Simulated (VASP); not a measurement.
# Mg32O31 (a cell with a defect) in VASP: relaxation of the atoms with PBE+D3(BJ)

Aim: the relaxation of the atoms of Mg32O31 (a cell with a defect) with PBE+D3(BJ).

Everything below comes from runs of VASP 6.6.1. Logs are shortened: lines on timing, memory, paths and dates and some standing lists are left out, and cuts for length are marked.

### Step 1. The cell of the first run

The cell holds a defect, 63 atoms: a = 8.833 Å, b = 8.833 Å, c = 8.833 Å, α = 90.00°, β = 90.00°, γ = 90.00°.

### Step 2. Relaxation of the atoms, PBE+D3(BJ)

INCAR reads:

```
SYSTEM = Mg32O31
  PREC = Accurate
  ENCUT = 520
  EDIFF = 1E-6
  ISMEAR = 0
  SIGMA = 0.05
  LREAL = Auto
  LASPH = .True.
  NELM = 100
  ALGO = Normal
  ISIF = 2
  LWAVE = .False.
  LCHARG = .False.
  GGA = PE
  IVDW = 12
  IBRION = 2
  NSW = 80
  EDIFFG = -0.03
```

KPOINTS reads:

```
Automatic mesh
0
Gamma
  1 1 1
  0 0 0
```

POSCAR reads:

```
Mg32O31
1.0
    8.8332000000      0.0000000000      0.0000000000
    0.0000000000      8.8332000000      0.0000000000
    0.0000000000      0.0000000000      8.8332000000
Mg O
32 31
Direct
    0.5034057000     -0.0044645000     -0.0004774000
    0.7499503000      0.2533308000      0.0001826000
    0.7503403000      0.0025136000      0.2504054000
   -0.0046245000     -0.0003079000      0.0007356000
    0.2556222000      0.2481847000     -0.0000661000
    0.5000129000      0.4984590000     -0.0000197000
    0.7507666000      0.7495786000      0.0034546000
    0.2485338000     -0.0018709000      0.2506704000
    0.5017517000      0.2513296000      0.2473549000
    0.7491373000      0.4985948000      0.2545993000
    0.5026871000     -0.0017078000      0.5018019000
    0.7461020000      0.2497852000      0.5061507000
    0.7510260000      0.0029473000      0.7509115000
    0.0004622000      0.5113255000     -0.0022414000
    0.2517323000      0.7490051000      0.0006476000
   -0.0005237000      0.2487787000      0.2443674000
    0.2525823000      0.5077933000      0.2546944000
    0.4983258000      0.7466860000      0.2486281000
   -0.0023933000      0.0009476000      0.5001328000
    0.2456485000      0.2486356000      0.4970856000
    0.4930793000      0.4986298000      0.4981954000
    0.7465791000      0.7501774000      0.5065759000
    0.2454096000     -0.0008700000      0.7470059000
    0.5050651000      0.2492598000      0.7536157000
    0.7564433000      0.5036251000      0.7501088000
    0.0044961000      0.7479486000      0.2561708000
    0.0010735000      0.4967711000      0.4999624000
    0.2502578000      0.7464584000      0.4974953000
   -0.0008300000      0.2494013000      0.7450395000
    0.2518015000      0.4991400000      0.7530393000
    0.5003015000      0.7447814000      0.7496752000
   -0.0023743000      0.7500054000      0.7492666000
    0.7533035000      0.2435812000      0.2472319000
    0.0000398000      0.4967782000      0.2495280000
    0.0000713000      0.2461658000      0.5009943000
    0.2495081000      0.2499364000      0.2509412000
    0.7487453000      0.7521520000      0.2518729000
   -0.0007572000     -0.0013563000      0.2507165000
    0.4960845000      0.2501311000      0.4962523000
    0.7491022000      0.4964263000      0.4974000000
   -0.0005545000      0.7523483000      0.4918676000
    0.7535681000      0.2456208000      0.7464915000
    0.0024283000      0.4988158000      0.7476522000
   -0.0044841000      0.2506168000      0.0012848000
    0.2559168000      0.7489772000      0.2499053000
    0.5013090000      0.0030672000      0.2479737000
    0.2486037000      0.4978950000      0.4962373000
    0.5025442000      0.7506458000      0.5069092000
    0.7491707000      0.0019512000      0.5039317000
    0.2497364000      0.2512861000      0.7473071000
    0.5008804000      0.5023495000      0.7483881000
    0.7492423000      0.7438063000      0.7487713000
    0.0000971000      0.0081112000      0.7529588000
    0.5070933000      0.2517646000      0.0030735000
    0.7527588000      0.5008978000      0.0049689000
   -0.0012283000      0.7433504000     -0.0009247000
    0.2480401000     -0.0002685000      0.4941481000
    0.2463990000      0.7465945000      0.7452910000
    0.5030604000      0.0040591000      0.7443912000
    0.2513279000      0.4979570000      0.0020086000
    0.4996014000      0.7466658000      0.0032205000
    0.7462599000      0.0006460000      0.0055497000
    0.2521275000      0.0003254000      0.0000608000
```

Potentials or basis: VASP PAW PBE potentials, release 64 (Mg, O).

The run is started by

```bash
cat potpaw_PBE.64/Mg/POTCAR potpaw_PBE.64/O/POTCAR > POTCAR
mpirun -np 1 vasp_gam > vasp.out
```

OUTCAR:

```text
SYSTEM = Mg32O31
   PREC = Accurate
   ENCUT = 520
   EDIFF = 1E-6
   ISMEAR = 0
   LREAL = Auto
   LASPH = .True.
   NELM = 100
   ISIF = 2
   GGA = PE
   IVDW = 12
   IBRION = 2
   NSW = 80
   EDIFFG = -0.03
 IVDW          = 12

 ion  position               nearest neighbor table
   1  0.503  0.996  1.000-  62 2.15  46 2.20  61 2.20  63 2.22  59 2.25  54 2.26   7 3.08  13 3.10
                             3 3.11  18 3.11  15 3.11  24 3.12   5 3.13  31 3.13   9 3.15   2 3.15
   2  0.750  0.253  0.000-  54 2.15  44 2.17  33 2.18  55 2.19  62 2.23  42 2.24  24 3.07  16 3.08
                             6 3.09   9 3.09   4 3.12  13 3.12  10 3.12  25 3.13   3 3.13  29 3.15
   3  0.750  0.003  0.250-  33 2.13  62 2.16  38 2.20  46 2.20  37 2.21  49 2.24   4 3.09  16 3.09
                            19 3.10   9 3.11   1 3.11  11 3.12   7 3.12   2 3.13  12 3.14  18 3.17
   4  0.995  1.000  0.001-  53 2.19  62 2.20  38 2.21  44 2.22  56 2.26  63 2.27  16 3.08  13 3.09
                             3 3.09   7 3.09   2 3.12  32 3.13   8 3.14  23 3.15  29 3.16  15 3.17
   5  0.256  0.248  1.000-  63 2.19  60 2.21  36 2.22  54 2.22  50 2.23  44 2.30   9 3.08   6 3.09
                            24 3.10  30 3.11   1 3.13  16 3.13   8 3.13  23 3.14   4 3.18  29 3.19
   6  0.500  0.498  1.000-  54 2.18  61 2.19  60 2.20  51 2.22  55 2.23   9 3.09   5 3.09   2 3.09
                            30 3.09  24 3.10  31 3.10  18 3.10  15 3.12   7 3.13  17 3.14  10 3.15
   7  0.751  0.750  0.003-  56 2.19  37 2.19  55 2.20  62 2.22  61 2.22  52 2.25  14 3.05   1 3.08
                             4 3.09  18 3.11  25 3.12   3 3.12  32 3.13   6 3.13  10 3.14  31 3.15
   8  0.249  0.998  0.251-  57 2.15  45 2.20  38 2.20  63 2.21  36 2.22  46 2.23  26 3.09  20 3.10
                            28 3.11  15 3.12  16 3.12  19 3.13   5 3.13  18 3.13   4 3.14  11 3.16
   9  0.502  0.251  0.247-  54 2.16  46 2.19  39 2.20  33 2.22  36 2.23   5 3.08   6 3.09  10 3.09
[... 76 lines left out ...]
  62  0.746  0.001  0.006-   1 2.15   3 2.16   4 2.20   7 2.22   2 2.23  13 2.25
  63  0.252  0.000  0.000-   5 2.19   8 2.21  15 2.22   1 2.22  23 2.24   4 2.27

  LATTYP: Found a simple cubic cell.
 ALAT       =     8.8332000000

  Lattice vectors:

 A1 = (   8.8332000000,   0.0000000000,   0.0000000000)
 A2 = (   0.0000000000,   8.8332000000,   0.0000000000)
 A3 = (   0.0000000000,   0.0000000000,   8.8332000000)

Analysis of symmetry for initial positions (statically):
=====================================================================
 Subroutine PRICEL returns:
 Original cell was already a primitive cell.

 Routine SETGRP: Setting up the symmetry group for a
 simple cubic supercell.

 Subroutine GETGRP returns: Found  1 space group operations
 (whereof  1 operations were pure point group operations)
 out of a pool of 48 trial point group operations.

The static configuration has the point symmetry C_1 .

Analysis of symmetry for dynamics (positions and initial velocities):
=====================================================================
 Subroutine PRICEL returns:
 Original cell was already a primitive cell.

 Routine SETGRP: Setting up the symmetry group for a
 simple cubic supercell.

 Subroutine GETGRP returns: Found  1 space group operations
 (whereof  1 operations were pure point group operations)
 out of a pool of 48 trial point group operations.

The dynamic configuration has the point symmetry C_1 .

 Subroutine INISYM returns: Found  1 space group operations
 (whereof  1 operations are pure point group operations),
 and found     1 'primitive' translations

----------------------------------------------------------------------------------------

                                     Primitive cell

  volume of cell :     689.2142

  direct lattice vectors                    reciprocal lattice vectors
     8.833200000  0.000000000  0.000000000     0.113209256  0.000000000  0.000000000
     0.000000000  8.833200000  0.000000000     0.000000000  0.113209256  0.000000000
     0.000000000  0.000000000  8.833200000     0.000000000  0.000000000  0.113209256

  length of vectors
     8.833200000  8.833200000  8.833200000     0.113209256  0.113209256  0.113209256

  position of ions in fractional coordinates (direct lattice)
     0.503405700  0.995535500  0.999522600
     0.749950300  0.253330800  0.000182600
     0.750340300  0.002513600  0.250405400
     0.995375500  0.999692100  0.000735600
     0.255622200  0.248184700  0.999933900
     0.500012900  0.498459000  0.999980300
[... 55 lines left out ...]
     0.746259900  0.000646000  0.005549700
     0.252127500  0.000325400  0.000060800

  ion indices of the primitive-cell ions
   primitive index   ion index
                 1           1
                 2           2
                 3           3
                 4           4
                 5           5
                 6           6
[... 55 lines left out ...]
                62          62
                63          63

----------------------------------------------------------------------------------------

 KPOINTS: Automatic mesh

Automatic generation of k-mesh.
 Grid dimensions read from file:
 generate k-points for:    1    1    1

 Generating k-lattice:

  Cartesian coordinates                     Fractional coordinates (reciprocal lattice)
     0.113209256  0.000000000  0.000000000     1.000000000  0.000000000  0.000000000
     0.000000000  0.113209256  0.000000000     0.000000000  1.000000000  0.000000000
     0.000000000  0.000000000  0.113209256     0.000000000  0.000000000  1.000000000

  Length of vectors
     0.113209256  0.113209256  0.113209256

  Shift w.r.t. Gamma in fractional coordinates (k-lattice)
     0.000000000  0.000000000  0.000000000

 Subroutine IBZKPT returns following result:
 ===========================================

 Found      1 irreducible k-points:

 Following reciprocal coordinates:
            Coordinates               Weight
  0.000000  0.000000  0.000000      1.000000
   k-points           NKPTS =      1   k-points in BZ     NKDIM =      1   number of bands    NBANDS=    157
   number of dos      NEDOS =    301   number of ions     NIONS =     63
   total plane-waves  NPLWV = 343000
   dimension x,y,z NGX =    70 NGY =   70 NGZ =   70
   dimension x,y,z NGXF=   140 NGYF=  140 NGZF=  140
   ions per type =              32  31
   NGX,Y,Z   is equivalent  to a cutoff of  13.17, 13.17, 13.17 a.u.
   NGXF,Y,Z  is equivalent  to a cutoff of  26.35, 26.35, 26.35 a.u.
 SYSTEM =  Mg32O31
   PREC   = accura    normal or accurate (medium, high low for compatibility)
   ISTART =      0    job   : 0-new  1-cont  2-samecut
   ICHARG =      2    charge: 1-file 2-atom 10-const
   ISPIN  =      1    spin polarized calculation?
   LNONCOLLINEAR =      F non collinear calculations
   LSORBIT =      F    spin-orbit coupling
   LASPH  =      T    aspherical Exc in radial PAW
   ENCUT  =  520.0 eV  38.22 Ry    6.18 a.u.  16.42 16.42 16.42*2*pi/ulx,y,z
   NELM   =    100;   NELMIN=  2; NELMDL= -5     # of ELM steps
   EDIFF  = 0.1E-05   stopping-criterion for ELM
   LREAL  =      T    real-space projection
   EDIFFG = -.3E-01   stopping-criterion for IOM
   NSW    =     80    number of steps for IOM
   IBRION =      2    ionic relax: 0-MD 1-quasi-New 2-CG
   NFREE  =      1    steps in history (QN), initial steepest desc. (CG)
   ISIF   =      2    stress and relaxation
   ISYM   =      2    0-nonsym 1-usesym 2-fastsym
   POTIM  = 0.5000    time-step for ionic-motion
   TEBEG  =    0.0;   TEEND  =   0.0 temperature during run
   PSTRESS=    0.0 pullay stress
   NELECT =     250.0000    total number of electrons
   NUPDOWN=      -1.0000    fix difference up-down
   EMIN   =  10.00;   EMAX   =-10.00  energy-range for DOS
   EFERMI =   0.00;   METHOD = LEGACY
   ISMEAR =     0;   SIGMA  =   0.05  broadening in eV -4-tet -1-fermi 0-gaus
   EFERMI_NEDOS =   21; number of points for ismear=-14 and -15
   IALGO  =     38    algorithm
   IMIX   =      4    mixing-type and parameters
     AMIX     =   0.40;   BMIX     =  1.00
     AMIX_MAG =   1.60;   BMIX_MAG =  1.00
  volume/ion in A,a.u.               =      10.94        73.83
  Fermi-wavevector in a.u.,A,eV,Ry     =   1.167536  2.206322 18.546635  1.363139
  Thomas-Fermi vector in A             =   2.304034
   LORBIT       =      0    0 simple, 1 ext, 2 COOP (PROOUT), +10 PAW based schemes
   GGA     = PE    functional components
   LHFCALC =     F    Hartree Fock is set to
   AEXX    =    0.0000 exact exchange contribution
   IVDW    =    12    specifies the selected vdW correction
   LEPSILON=     F    determine dielectric tensor
   LRPA    =     F    only Hartree local field effects (RPA)
 conjugate gradient relaxation of ions
 non-spin polarized calculation
 Gauss-broadening in eV      SIGMA  =   0.05
  energy-cutoff  :      520.00
  volume of cell :      689.21
 maximum number of plane-waves:      9307
 NGX is ok and might be reduce to    70
   NGX = 33   NGY = 33   NGZ = 33

--------------------------------------- Ionic step        1  -------------------------------------------

 number of electron     250.0000008 magnetization

 Free energy of the ion-electron system (eV)
  ---------------------------------------------------
  ext. energy  EPLUGINS =         0.00000000
  ---------------------------------------------------
  free energy    TOTEN  =      -365.53327314 eV

  energy without entropy =     -365.53327314  energy(sigma->0) =     -365.53327314

------------------------ aborting loop because EDIFF is reached ----------------------------------------

 Edisp (eV)  -15.98029

 E8    (eV) :    -6.2750
[... 288 lines left out ...]
  FREE ENERGIE OF THE ION-ELECTRON SYSTEM (eV)
  ---------------------------------------------------
  free  energy   TOTEN  =      -382.1294584310 eV

  energy  without entropy=     -382.1294584310  energy(sigma->0) =     -382.12945843

[... ionic steps 4 to 7 ...]

--------------------------------------- Ionic step        8  -------------------------------------------

 number of electron     250.0000135 magnetization

------------------------ aborting loop because EDIFF is reached ----------------------------------------
[... 197 lines left out ...]
--------------------------------------- Ionic step       10  -------------------------------------------

 number of electron     250.0000140 magnetization

 Free energy of the ion-electron system (eV)
  ---------------------------------------------------
  ext. energy  EPLUGINS =         0.00000000
  ---------------------------------------------------
  free energy    TOTEN  =      -366.32269229 eV

  energy without entropy =     -366.32269229  energy(sigma->0) =     -366.32269229

 E-fermi :   4.4600     XC(G=0): -10.3702

 val. band max:        4.1851638313   @ k =   0.0000   0.0000   0.0000
 cond. band min:       6.2689696326   @ k =   0.0000   0.0000   0.0000
 fundamental gap:      2.0838058014
 Fermi energy:         4.4599968500

 k-point     1 :       0.0000    0.0000    0.0000
  band No.  band energies     occupation
      1     -14.4580      2.00000
      2     -13.9548      2.00000
      3     -13.9546      2.00000
      4     -13.8845      2.00000
      5     -13.8840      2.00000
      6     -13.8836      2.00000
[... 129 lines left out ...]
    136       9.4650      0.00000
    137       9.4662      0.00000
 [bands above 137 left out]

------------------------ aborting loop because EDIFF is reached ----------------------------------------

 Edisp (eV)  -15.98168

 E8    (eV) :    -6.2754
[... 86 lines left out ...]
  FREE ENERGIE OF THE ION-ELECTRON SYSTEM (eV)
  ---------------------------------------------------
  free  energy   TOTEN  =      -382.3043673868 eV

  energy  without entropy=     -382.3043673868  energy(sigma->0) =     -382.30436739

 reached required accuracy - stopping structural energy minimisation
```

Run time: 31 min. Hardware: 1 thread of AMD EPYC 7R43 (Zen 3), shared host; peak memory 0.72 GiB.

What came out:

```yaml
Free_energy: -382.3044 eV
Energy_gained_by_relaxing: 12.6 meV/atom
Ionic_steps: 10
Pressure_after_relaxing: -16.3 GPa
Largest_force_after_relaxing: 0.016 eV/Å
Band_gap_on_the_k_mesh: 2.08 eV
Dispersion_energy_per_atom: -0.254 eV
```

Forces on the atoms (eV/Å):
```
Mg  -0.009  0.000  0.008
Mg   0.000 -0.011 -0.003
Mg   0.007 -0.001  0.003
Mg   0.001  0.005 -0.001
Mg  -0.003  0.000 -0.003
Mg  -0.005 -0.010  0.005
Mg   0.000  0.012 -0.006
Mg   0.000  0.002  0.011
Mg  -0.003  0.010  0.004
Mg  -0.004 -0.006 -0.008
Mg   0.004 -0.005 -0.007
Mg   0.002  0.000  0.005
Mg  -0.003  0.004 -0.006
Mg   0.001 -0.005 -0.004
Mg  -0.007  0.006  0.002
Mg  -0.002  0.012  0.007
Mg   0.003 -0.005  0.008
Mg   0.002  0.000 -0.013
Mg   0.003 -0.007 -0.004
Mg  -0.001  0.006  0.013
Mg   0.006  0.005 -0.002
Mg   0.004  0.007  0.000
Mg   0.002 -0.003  0.000
Mg   0.000 -0.004  0.000
Mg  -0.005  0.005  0.003
Mg   0.002  0.000 -0.001
Mg  -0.007 -0.003  0.003
Mg   0.000  0.004  0.001
Mg   0.001  0.002 -0.008
Mg   0.006  0.000  0.005
Mg   0.004  0.002 -0.004
Mg   0.000 -0.003  0.010
O    0.004 -0.007  0.003
O   -0.011  0.000 -0.007
O    0.004 -0.002  0.011
O   -0.001  0.001  0.008
O    0.005  0.000 -0.009
O    0.007  0.001 -0.002
O    0.006  0.003  0.002
O    0.002  0.006  0.000
O    0.001  0.000  0.003
O   -0.001 -0.001 -0.003
O   -0.007 -0.002  0.001
O   -0.002 -0.006  0.001
O   -0.001 -0.010 -0.002
O    0.000  0.007 -0.001
O    0.001  0.011  0.003
O    0.005  0.001 -0.003
O    0.004 -0.016  0.001
O   -0.002  0.001 -0.006
O    0.002  0.004 -0.008
O    0.003  0.005 -0.001
O    0.011 -0.006 -0.005
O   -0.006 -0.004 -0.006
O    0.000 -0.008 -0.006
O   -0.003 -0.003 -0.006
O   -0.006 -0.002  0.009
O    0.001  0.003  0.000
O   -0.004  0.000  0.002
O    0.003 -0.001 -0.001
O   -0.005  0.005 -0.001
O   -0.001 -0.001  0.001
O   -0.008  0.003  0.001
```

Step by step:
| step | energy change (eV) | largest force (eV/Å) | pressure (GPa) |
| --- | --- | --- | --- |
| 1 | 0.0000 | 1.2757 | -16.50 |
| 2 | -0.5459 | 0.5100 | -16.51 |
| 3 | -0.6159 | 0.4050 | -16.43 |
| 4 | -0.7262 | 0.1845 | -16.39 |
| 5 | -0.7593 | 0.1718 | -16.31 |
| 6 | -0.7796 | 0.0783 | -16.33 |
| 7 | -0.7841 | 0.0713 | -16.34 |
| 8 | -0.7885 | 0.0398 | -16.33 |
| 9 | -0.7893 | 0.0401 | -16.33 |
| 10 | -0.7908 | 0.0162 | -16.32 |

Levels at points of the mesh, in eV from the valence-band top:
```tsv
k point	band 121	band 122	band 123	band 124	band 125	band 126	band 127	band 128	band 129	band 130
(0.00, 0.00, 0.00)	-2.55	-2.10	-2.10	-2.10	0.00	2.08	3.82	3.82	3.82	4.64
```

Caveat: the k points lie up to 0.71 Å⁻¹ apart.
